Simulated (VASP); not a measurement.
# W (Fm-3m) in VASP: single point with PBEsol

Aim: the single point of W with PBEsol.

Program: VASP 6.6.1. These are calculated values, not measurements. Logs are shortened: lines on timing, memory, paths and dates and some standing lists are left out, and cuts for length are marked.

### 1 The cell of the first run

It takes space group Fm-3m (No. 225, cubic). Conventional cell: a = 4.060 Å, b = 4.060 Å, c = 4.060 Å, α = 90.00°, β = 90.00°, γ = 90.00°. W (site symmetry m-3m) has 12 W at 2.87 Å within 3.8 Å.

This isn't the form of W at room conditions, which is bcc.

### 2 Single point, PBEsol

Input file INCAR:

```
SYSTEM = W
  PREC = Accurate
  ENCUT = 520
  EDIFF = 1E-6
  ISMEAR = 0
  SIGMA = 0.15
  LREAL = .False.
  LASPH = .True.
  NELM = 60
  ALGO = Fast
  ISIF = 2
  LWAVE = .False.
  LCHARG = .False.
  GGA = PS
  NBANDS = 51
```

Input file KPOINTS:

```
Automatic mesh
0
Gamma
  19 19 4
  0 0 0
```

Input file POSCAR:

```
W
1.0
    2.0300000000     -2.0300000000      0.0000000000
    2.0300000000      0.0000000000     -2.0300000000
    8.1200000000      8.1200000000      8.1200000000
W
6
Direct
    0.6666666667      0.6666666667      0.1666666667
    0.0000000000      0.0000000000      0.0000000000
    0.3333333333      0.3333333333      0.3333333333
    0.6666666667      0.6666666667      0.6666666667
    0.0000000000      0.0000000000      0.5000000000
    0.3333333333      0.3333333333      0.8333333333
```

Potentials or basis: VASP PAW PBE potentials, release 64 (W_sv).

Launch:

```console
cat potpaw_PBE.64/W_sv/POTCAR > POTCAR
mpirun -np 1 vasp_std > vasp.out
```

OUTCAR:

```text
SYSTEM = W
   PREC = Accurate
   ENCUT = 520
   EDIFF = 1E-6
   ISMEAR = 0
   LREAL = .False.
   LASPH = .True.
   NELM = 60
   ISIF = 2
   GGA = PS

 ion  position               nearest neighbor table
   1  0.667  0.667  0.167-   3 2.87   3 2.87   3 2.87   2 2.87   2 2.87   2 2.87
   2  0.000  0.000  0.000-   1 2.87   6 2.87   1 2.87   1 2.87   6 2.87   6 2.87
   3  0.333  0.333  0.333-   1 2.87   1 2.87   1 2.87   5 2.87   5 2.87   5 2.87
   4  0.667  0.667  0.667-   6 2.87   6 2.87   6 2.87   5 2.87   5 2.87   5 2.87
   5  0.000  0.000  0.500-   3 2.87   4 2.87   4 2.87   4 2.87   3 2.87   3 2.87
   6  0.333  0.333  0.833-   4 2.87   4 2.87   4 2.87   2 2.87   2 2.87   2 2.87

  LATTYP: Found a hexagonal cell.
 ALAT       =     2.8708535316
 C/A-ratio  =     4.8989794856

  Lattice vectors:

 A1 = (  -2.0300000000,   0.0000000000,   2.0300000000)
 A2 = (   2.0300000000,  -2.0300000000,   0.0000000000)
 A3 = (   8.1200000000,   8.1200000000,   8.1200000000)

Analysis of symmetry for initial positions (statically):
=====================================================================
 Subroutine PRICEL returns following result:

  LATTYP: Found a face centered cubic cell.
 ALAT       =     4.0600000006

  Lattice vectors:

 A1 = (  -2.0300000004,  -2.0300000002,  -0.0000000002)
 A2 = (  -0.0000000012,  -2.0300000006,   2.0299999994)
 A3 = (  -2.0300000000,   0.0000000000,   2.0300000000)

   6 primitive cells build up your supercell.

 Routine SETGRP: Setting up the symmetry group for a
 hexagonal supercell.

 Subroutine GETGRP returns: Found 12 space group operations
 (whereof 12 operations were pure point group operations)
 out of a pool of 24 trial point group operations.

The static configuration has the point symmetry D_3d.

Analysis of symmetry for dynamics (positions and initial velocities):
=====================================================================
 Subroutine PRICEL returns following result:

  LATTYP: Found a face centered cubic cell.
 ALAT       =     4.0600000006

  Lattice vectors:

 A1 = (  -2.0300000004,  -2.0300000002,  -0.0000000002)
 A2 = (  -0.0000000012,  -2.0300000006,   2.0299999994)
 A3 = (  -2.0300000000,   0.0000000000,   2.0300000000)

   6 primitive cells build up your supercell.

[... 105 lines left out ...]
   EDIFF  = 0.1E-05   stopping-criterion for ELM
   LREAL  =      F    real-space projection
   EDIFFG = 0.1E-04   stopping-criterion for IOM
   NSW    =      0    number of steps for IOM
   IBRION =     -1    ionic relax: 0-MD 1-quasi-New 2-CG
   NFREE  =      0    steps in history (QN), initial steepest desc. (CG)
   ISIF   =      2    stress and relaxation
   ISYM   =      2    0-nonsym 1-usesym 2-fastsym
   POTIM  = 0.5000    time-step for ionic-motion
   TEBEG  =    0.0;   TEEND  =   0.0 temperature during run
   PSTRESS=    0.0 pullay stress
   NELECT =      84.0000    total number of electrons
   NUPDOWN=      -1.0000    fix difference up-down
   EMIN   =  10.00;   EMAX   =-10.00  energy-range for DOS
   EFERMI =   0.00;   METHOD = LEGACY
   ISMEAR =     0;   SIGMA  =   0.15  broadening in eV -4-tet -1-fermi 0-gaus
   EFERMI_NEDOS =   21; number of points for ismear=-14 and -15
   IALGO  =     68    algorithm
   IMIX   =      4    mixing-type and parameters
     AMIX     =   0.40;   BMIX     =  1.00
     AMIX_MAG =   1.60;   BMIX_MAG =  1.00
  volume/ion in A,a.u.               =      16.73       112.91
  Fermi-wavevector in a.u.,A,eV,Ry     =   1.542688  2.915258 32.380324  2.379887
  Thomas-Fermi vector in A             =   2.648457
   LORBIT       =      0    0 simple, 1 ext, 2 COOP (PROOUT), +10 PAW based schemes
   GGA     = PS    functional components
   LHFCALC =     F    Hartree Fock is set to
   AEXX    =    0.0000 exact exchange contribution
   IVDW    =     0    specifies the selected vdW correction
   LEPSILON=     F    determine dielectric tensor
   LRPA    =     F    only Hartree local field effects (RPA)
 non-spin polarized calculation
 RMM-DIIS sequential band-by-band and
 Gauss-broadening in eV      SIGMA  =   0.15
  energy-cutoff  :      520.00
  volume of cell :      100.39
 maximum number of plane-waves:      2741
 NGX is ok and might be reduce to    24
   NGX = 11   NGY = 11   NGZ = 53

 number of electron      84.0000007 magnetization

 Free energy of the ion-electron system (eV)
  ---------------------------------------------------
  ext. energy  EPLUGINS =         0.00000000
  ---------------------------------------------------
  free energy    TOTEN  =       -79.73042008 eV

  energy without entropy =      -79.64065701  energy(sigma->0) =      -79.68553855

 E-fermi :  10.0597     XC(G=0): -13.4486

 val. band max:       10.0569664369   @ k =  -0.4737   0.1053   0.2500
 cond. band min:      10.0614001236   @ k =   0.1579   0.1579   0.2500
 fundamental gap:      0.0044336867
 Fermi energy:        10.0597093039

 k-point     1 :       0.0000    0.0000    0.0000
  band No.  band energies     occupation
      1     -63.6106      2.00000
      2     -63.5863      2.00000
      3     -63.5863      2.00000
      4     -63.5375      2.00000
      5     -63.5375      2.00000
      6     -63.5130      2.00000
[... 1285 lines left out ...]
     50      13.6086      0.00000
     51      14.1495      0.00000

 [... further k-points ...]

------------------------ aborting loop because EDIFF is reached ----------------------------------------

  FORCE on cell =-STRESS in cart. coord.  units (eV):
  Direction    XX          YY          ZZ          XY          YZ          ZX
  --------------------------------------------------------------------------------------
  -------------------------------------------------------------------------------------
  Total       -7.6965595     -7.6965595     -7.6965595      0.0182007      0.0182007      0.0182007
  in kB     -122.8394471   -122.8394471   -122.8394471      0.2904889      0.2904889      0.2904889
  external PRESSURE =    -122.8394471 kB  Pullay stress =       0.0000000 kB

 VOLUME and BASIS-vectors are now :
 -----------------------------------------------------------------------------
  energy-cutoff  :      520.00
  volume of cell :      100.39
      direct lattice vectors                 reciprocal lattice vectors
     2.030000000 -2.030000000  0.000000000     0.164203612 -0.328407225  0.164203612
     2.030000000  0.000000000 -2.030000000     0.164203612  0.164203612 -0.328407225
     8.120000000  8.120000000  8.120000000     0.041050903  0.041050903  0.041050903

 POSITION                                       TOTAL-FORCE (eV/Angst)
 -----------------------------------------------------------------------------------
      4.06000      0.00000      0.00000        -0.000000     -0.000000     -0.000000
      0.00000      0.00000      0.00000         0.000000      0.000000      0.000000
      4.06000      2.03000      2.03000        -0.000000      0.000000      0.000000
      8.12000      4.06000      4.06000         0.000000     -0.000000     -0.000000
      4.06000      4.06000      4.06000         0.000000      0.000000      0.000000
      8.12000      6.09000      6.09000        -0.000000      0.000000      0.000000
 -----------------------------------------------------------------------------------
    total drift:                               -0.000000      0.000000      0.000000

  FREE ENERGIE OF THE ION-ELECTRON SYSTEM (eV)
  ---------------------------------------------------
  free  energy   TOTEN  =       -79.7304200825 eV

  energy  without entropy=      -79.6406570107  energy(sigma->0) =      -79.68553855
```

stdout:

```text
POSCAR found type information on POSCAR W
 POSCAR found :  1 types and       6 ions
 scaLAPACK will be used
 -----------------------------------------------------------------------------
|                                                                             |
|                                                                             |
|     You enforced a specific xc type in the INCAR file but a different       |
|     I HOPE YOU KNOW WHAT YOU ARE DOING!                                     |
|                                                                             |
 -----------------------------------------------------------------------------

 LDA part: xc-table for (Slater+PW92), standard interpolation
 POSCAR, INCAR and KPOINTS ok, starting setup
 FFT: planning ... GRIDC
 FFT: planning ... GRID_SOFT
 FFT: planning ... GRID
 WAVECAR not read
 entering main loop
WARNING in EDDRMM: call to ZHEGV failed, returncode =   8  4     47
WARNING in EDDRMM: call to ZHEGV failed, returncode =   8  4     50
```

Run time: 27 min. Hardware: 1 thread of Intel Xeon Platinum 8488C (Sapphire Rapids), shared host; peak memory 0.61 GiB.

What came out:

```
Free energy            : -79.7304 eV
Pressure               : -12.3 GPa
Band gap on the k mesh : zero (bands 42 and 43 overlap by 0.85 eV)
```

Caveat: the cell stands under tension; the PAW data sets were made with another functional, which shifts forces and pressure a little; spin-orbit coupling is left out, which moves the levels of the heavy elements.
